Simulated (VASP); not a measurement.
# BaTiO3 (Pm-3m) in VASP: a series of runs, part 2 of 3

VASP 6.6.1.

**4. Single point, r2SCAN**

This run uses another cell than the first one, of 12.74 Å³/atom.

File POSCAR:

```
BaTiO3
1.0
    3.9940458948      0.0000000000      0.0000000000
    0.0000000000      3.9940458948      0.0000000000
    0.0000000000      0.0000000000      3.9940458948
Ba Ti O
1 1 3
Direct
    0.5000000000      0.5000000000      0.5000000000
    0.0000000000      0.0000000000      0.0000000000
    0.5000000000      0.0000000000      0.0000000000
    0.0000000000      0.5000000000      0.0000000000
    0.0000000000      0.0000000000      0.5000000000
```

File INCAR.step1:

```
PREC     = Accurate       # precision mode
ENCUT    = 520            # plane-wave cutoff, eV
ISMEAR   = 0              # smearing method
SIGMA    = 0.05           # smearing width, eV
LREAL    = False          # projectors in reciprocal space
LASPH    = True           # aspherical terms in the spheres
NELM     = 60             # most SCF steps
NBANDS   = 28             # bands
GGA      = PE             # functional
ALGO     = Normal         # electronic algorithm
EDIFF    = 1E-4           # SCF threshold, eV
LWAVE    = True           # write WAVECAR
LCHARG   = False          # write CHGCAR
```

File INCAR.step2:

```
PREC     = Accurate       # precision mode
ENCUT    = 520            # plane-wave cutoff, eV
EDIFF    = 1E-6           # SCF threshold, eV
ISMEAR   = 0              # smearing method
SIGMA    = 0.05           # smearing width, eV
LREAL    = False          # projectors in reciprocal space
LASPH    = True           # aspherical terms in the spheres
NELM     = 60             # most SCF steps
ALGO     = Normal         # electronic algorithm
ISIF     = 2              # what is computed and relaxed
LWAVE    = False          # write WAVECAR
LCHARG   = False          # write CHGCAR
METAGGA  = R2SCAN         # meta-GGA
LMIXTAU  = True         
NBANDS   = 28             # bands
ISTART   = 1
```

File KPOINTS:

```
Automatic mesh
0
Gamma
  6 6 6
```

Potentials or basis: VASP PAW PBE potentials, release 64 (Ba_sv, Ti_sv, O).

Run with:

```
> cat potpaw_PBE.64/Ba_sv/POTCAR potpaw_PBE.64/Ti_sv/POTCAR potpaw_PBE.64/O/POTCAR > POTCAR
> cp INCAR.step1 INCAR
> mpirun -np 1 vasp_std > vasp.out
> cp INCAR.step2 INCAR
> mpirun -np 1 vasp_std > vasp.out
```

OUTCAR:

```text
PREC = Accurate
   ENCUT = 520
   EDIFF = 1E-6
   ISMEAR = 0
   LREAL = False
   LASPH = True
   NELM = 60
   ISIF = 2
   METAGGA = R2SCAN
   ISTART = 1

 ion  position               nearest neighbor table
   1  0.500  0.500  0.500-   3 2.82   4 2.82   5 2.82   3 2.82   4 2.82   3 2.82   5 2.82   3 2.82
                             4 2.82   5 2.82   4 2.82   5 2.82   2 3.46   2 3.46   2 3.46   2 3.46
   2  0.000  0.000  0.000-   3 2.00   4 2.00   5 2.00   5 2.00   4 2.00   3 2.00   1 3.46   1 3.46
                             1 3.46   1 3.46   1 3.46   1 3.46   1 3.46   1 3.46
   3  0.500  0.000  0.000-   2 2.00   2 2.00   1 2.82   1 2.82   1 2.82   1 2.82
   4  0.000  0.500  0.000-   2 2.00   2 2.00   1 2.82   1 2.82   1 2.82   1 2.82
   5  0.000  0.000  0.500-   2 2.00   2 2.00   1 2.82   1 2.82   1 2.82   1 2.82

  LATTYP: Found a simple cubic cell.
 ALAT       =     3.9940458948

  Lattice vectors:

 A1 = (   3.9940458948,   0.0000000000,   0.0000000000)
 A2 = (   0.0000000000,   3.9940458948,   0.0000000000)
 A3 = (   0.0000000000,   0.0000000000,   3.9940458948)

Analysis of symmetry for initial positions (statically):
=====================================================================
 Subroutine PRICEL returns:
 Original cell was already a primitive cell.

 Routine SETGRP: Setting up the symmetry group for a
 simple cubic supercell.

 Subroutine GETGRP returns: Found 48 space group operations
 (whereof 48 operations were pure point group operations)
 out of a pool of 48 trial point group operations.

The static configuration has the point symmetry O_h .

Analysis of symmetry for dynamics (positions and initial velocities):
=====================================================================
 Subroutine PRICEL returns:
 Original cell was already a primitive cell.

 Routine SETGRP: Setting up the symmetry group for a
 simple cubic supercell.

[... 123 lines left out ...]
   IMIX   =      4    mixing-type and parameters
     AMIX     =   0.40;   BMIX     =  1.00
     AMIX_MAG =   1.60;   BMIX_MAG =  1.00
  volume/ion in A,a.u.               =      12.74        85.99
  Fermi-wavevector in a.u.,A,eV,Ry     =   1.401786  2.648992 26.735510  1.965005
  Thomas-Fermi vector in A             =   2.524613
   LORBIT       =      0    0 simple, 1 ext, 2 COOP (PROOUT), +10 PAW based schemes
   METAGGA = R2SCAN    functional components
   LHFCALC =     F    Hartree Fock is set to
   AEXX    =    0.0000 exact exchange contribution
   IVDW    =     0    specifies the selected vdW correction
   LEPSILON=     F    determine dielectric tensor
   LRPA    =     F    only Hartree local field effects (RPA)
 non-spin polarized calculation
 Gauss-broadening in eV      SIGMA  =   0.05
  energy-cutoff  :      520.00
  volume of cell :       63.71
 maximum number of plane-waves:      1743
 NGX is ok and might be reduce to    30
   NGX = 15   NGY = 15   NGZ = 15

 number of electron      39.9999976 magnetization

 Free energy of the ion-electron system (eV)
  ---------------------------------------------------
  ext. energy  EPLUGINS =         0.00000000
  ---------------------------------------------------
  free energy    TOTEN  =       -74.22986096 eV

  energy without entropy =      -74.22986096  energy(sigma->0) =      -74.22986096

 E-fermi :   3.9695     XC(G=0): -11.9556

 val. band max:        3.5812589384   @ k =   0.5000   0.5000   0.5000
 cond. band min:       5.7301067522   @ k =   0.0000   0.0000   0.0000
 fundamental gap:      2.1488478138
 Fermi energy:         3.9694881998

 k-point     1 :       0.0000    0.0000    0.0000
  band No.  band energies     occupation
      1     -55.2725      2.00000
      2     -30.4340      2.00000
      3     -30.4340      2.00000
      4     -30.4340      2.00000
      5     -21.8753      2.00000
      6     -14.2935      2.00000
[... 609 lines left out ...]
     27      11.7473      0.00000
     28      11.7474      0.00000

------------------------ aborting loop because EDIFF is reached ----------------------------------------

  FORCE on cell =-STRESS in cart. coord.  units (eV):
  Direction    XX          YY          ZZ          XY          YZ          ZX
  --------------------------------------------------------------------------------------
  -------------------------------------------------------------------------------------
  Total        0.7906614      0.7906614      0.7906614      0.0000000      0.0000000      0.0000000
  in kB       19.8820879     19.8820879     19.8820879      0.0000000      0.0000000      0.0000000
  external PRESSURE =      19.8820879 kB  Pullay stress =       0.0000000 kB

 VOLUME and BASIS-vectors are now :
 -----------------------------------------------------------------------------
  energy-cutoff  :      520.00
  volume of cell :       63.71
      direct lattice vectors                 reciprocal lattice vectors
     3.994045895  0.000000000  0.000000000     0.250372686  0.000000000  0.000000000
     0.000000000  3.994045895  0.000000000     0.000000000  0.250372686  0.000000000
     0.000000000  0.000000000  3.994045895     0.000000000  0.000000000  0.250372686

 POSITION                                       TOTAL-FORCE (eV/Angst)
 -----------------------------------------------------------------------------------
      1.99702      1.99702      1.99702         0.000000      0.000000      0.000000
      0.00000      0.00000      0.00000         0.000000      0.000000      0.000000
      1.99702      0.00000      0.00000         0.000000      0.000000      0.000000
      0.00000      1.99702      0.00000         0.000000      0.000000      0.000000
      0.00000      0.00000      1.99702         0.000000      0.000000      0.000000
 -----------------------------------------------------------------------------------
    total drift:                               -0.000000     -0.000000      0.000000

  FREE ENERGIE OF THE ION-ELECTRON SYSTEM (eV)
  ---------------------------------------------------
  free  energy   TOTEN  =       -74.2298609632 eV

  energy  without entropy=      -74.2298609632  energy(sigma->0) =      -74.22986096
```

OSZICAR.step1:

```text
N       E                     dE             d eps       ncg     rms          rms(c)
DAV:   1     0.431795742429E+03    0.43180E+03   -0.20582E+04  1120   0.152E+03
DAV:   2    -0.489783718057E+01   -0.43669E+03   -0.41269E+03  1248   0.416E+02
DAV:   3    -0.486261834700E+02   -0.43728E+02   -0.43259E+02  1260   0.138E+02
DAV:   4    -0.509007664390E+02   -0.22746E+01   -0.22692E+01  1776   0.282E+01
DAV:   5    -0.509392655931E+02   -0.38499E-01   -0.38480E-01  1432   0.359E+00    0.230E+01
DAV:   6    -0.401575620831E+02    0.10782E+02   -0.56393E+01  1528   0.663E+01    0.974E+00
DAV:   7    -0.400969741578E+02    0.60588E-01   -0.93232E+00  1436   0.223E+01    0.660E+00
DAV:   8    -0.399411142187E+02    0.15586E+00   -0.65831E-01  1372   0.710E+00    0.333E+00
DAV:   9    -0.399808717621E+02   -0.39758E-01   -0.30345E-01  1536   0.448E+00    0.149E+00
DAV:  10    -0.399579489089E+02    0.22923E-01   -0.16158E-01  1240   0.427E+00    0.492E-01
DAV:  11    -0.399543510855E+02    0.35978E-02   -0.17157E-02  1548   0.993E-01    0.118E-01
DAV:  12    -0.399546516002E+02   -0.30051E-03   -0.20010E-03  1476   0.400E-01    0.163E-01
DAV:  13    -0.399543322862E+02    0.31931E-03   -0.99848E-04  1292   0.331E-01    0.110E-02
DAV:  14    -0.399543352509E+02   -0.29647E-05   -0.33595E-05   736   0.397E-02
   1 F= -.39954335E+02 E0= -.39954335E+02  d E =-.255435E-24
```

Wall time 2.9 min (1 thread of AMD EPYC 7R13, shared host); peak memory 0.16 GiB.

What came out:

- Free energy: -74.2299 eV
- Pressure: 2.0 GPa
- Band gap on the k mesh: 2.15 eV (least direct gap 2.30 eV)

Caveat: the PAW data sets were made with another functional, which shifts forces and pressure a little; spin-orbit coupling is left out, which moves the levels of the heavy elements.

**5. Single point, r2SCAN (13.00 Å³/atom)**

This run uses another cell than the first one, of 13.00 Å³/atom.

Changes to POSCAR since step 4:

```diff
@@ -2,5 +2,5 @@
 1.0
-    3.9940458948      0.0000000000      0.0000000000
-    0.0000000000      3.9940458948      0.0000000000
-    0.0000000000      0.0000000000      3.9940458948
+    4.0204973007      0.0000000000      0.0000000000
+    0.0000000000      4.0204973007      0.0000000000
+    0.0000000000      0.0000000000      4.0204973007
 Ba Ti O
```

File INCAR.step1:

```
PREC = Accurate
ENCUT = 520
ISMEAR = 0
SIGMA = 0.05
LREAL = F
LASPH = T
NELM = 80
NBANDS = 28
GGA = PE
ALGO = Normal
EDIFF = 1E-4
LWAVE = T
LCHARG = F
```

File INCAR.step2:

```
PREC = Accurate
ENCUT = 520
EDIFF = 1E-7
ISMEAR = 0
SIGMA = 0.05
LREAL = F
LASPH = T
NELM = 80
ALGO = Normal
ISIF = 2
LWAVE = F
LCHARG = F
METAGGA = R2SCAN
LMIXTAU = T
NBANDS = 28
ISTART = 1
```

File KPOINTS:

```
regular mesh
0
Gamma
  6 6 6
```

Run with:

```
> cat potpaw_PBE.64/Ba_sv/POTCAR potpaw_PBE.64/Ti_sv/POTCAR potpaw_PBE.64/O/POTCAR > POTCAR
> cp INCAR.step1 INCAR
> mpirun -np 1 vasp_std > vasp.out
> cp INCAR.step2 INCAR
> mpirun -np 1 vasp_std > vasp.out
```

It took 3.5 min on 1 thread of AMD EPYC 7R13, shared host; peak memory 0.16 GiB.

The run converged. Its results:

```
Free energy            : -74.2330 eV
Pressure               : -1.6 GPa
Band gap on the k mesh : 2.10 eV (least direct gap 2.27 eV)
```

Levels at points of the mesh, in eV from the valence-band top:
| k point | band 16 | band 17 | band 18 | band 19 | band 20 | band 21 | band 22 | band 23 | band 24 | band 25 |
| --- | --- | --- | --- | --- | --- | --- | --- | --- | --- | --- |
| (0.00, 0.00, 0.00) | -1.10 | -1.10 | -0.17 | -0.17 | -0.17 | 2.10 | 2.10 | 2.10 | 4.07 | 4.07 |
| (0.50, 0.00, 0.00) | -1.89 | -1.81 | -1.81 | -0.75 | -0.75 | 2.25 | 3.78 | 3.78 | 4.08 | 6.17 |
| (0.50, 0.50, 0.00) | -2.64 | -1.79 | -0.89 | -0.89 | -0.09 | 3.78 | 3.78 | 4.22 | 4.97 | 7.94 |
| (0.50, 0.50, 0.50) | -2.43 | -2.43 | 0.00 | 0.00 | 0.00 | 4.45 | 4.45 | 4.45 | 7.35 | 7.35 |

Caveat: the PAW data sets were made with another functional, which shifts forces and pressure a little; spin-orbit coupling is left out, which moves the levels of the heavy elements.

(Continued in part 3 of 3.)
